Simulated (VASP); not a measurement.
Here is a VASP 6.6.1 calculation.

Contents of INCAR:

```
  PREC = Accurate
  ENCUT = 600
  EDIFF = 1E-6
  ISMEAR = -1
  SIGMA = 0.08
  LREAL = F
  LASPH = T
  NELM = 60
  ALGO = Normal
  ISIF = 3
  LWAVE = F
  LCHARG = F
  IBRION = 2
  NSW = 60
  EDIFFG = -0.005
```

File KPOINTS:

```
regular mesh
0
Gamma
  18 18 18
```

The input POSCAR:

```
Ag
1.0
    0.0000000000      2.0428264039      2.0428264039
    2.0428264039      0.0000000000      2.0428264039
    2.0428264039      2.0428264039      0.0000000000
Ag
1
Direct
    0.0000000000      0.0000000000      0.0000000000
```

Potentials or basis: VASP PAW LDA potentials, release 64 (Ag).

The run is started by

```bash
$ cat potpaw_LDA.64/Ag/POTCAR > POTCAR
$ mpirun -np 1 vasp_std > vasp.out
```

Q: Estimate the band gap on the k mesh.

A: Zero (an odd number of electrons rules out a gap without spin polarisation).

Q: Predict the relaxed cell.

A: a = 2.831 Å, b = 2.831 Å, c = 2.831 Å, α = 60.00°, β = 60.00°, γ = 60.00°.

Step by step:
| step | energy change (eV) | largest force (eV/Å) | pressure (GPa) | volume (Å³) |
| --- | --- | --- | --- | --- |
| 1 | 0.0000 | 0.0000 | -7.14 | 17.05 |
| 2 | -0.0049 | 0.0000 | 8.18 | 15.24 |
| 3 | -0.0241 | 0.0000 | -0.06 | 16.05 |
| 4 | -0.0241 | 0.0000 | 0.10 | 16.03 |
| 5 | -0.0241 | 0.0000 | -0.07 | 16.05 |
| 6 | -0.0241 | 0.0000 | -0.02 | 16.04 |
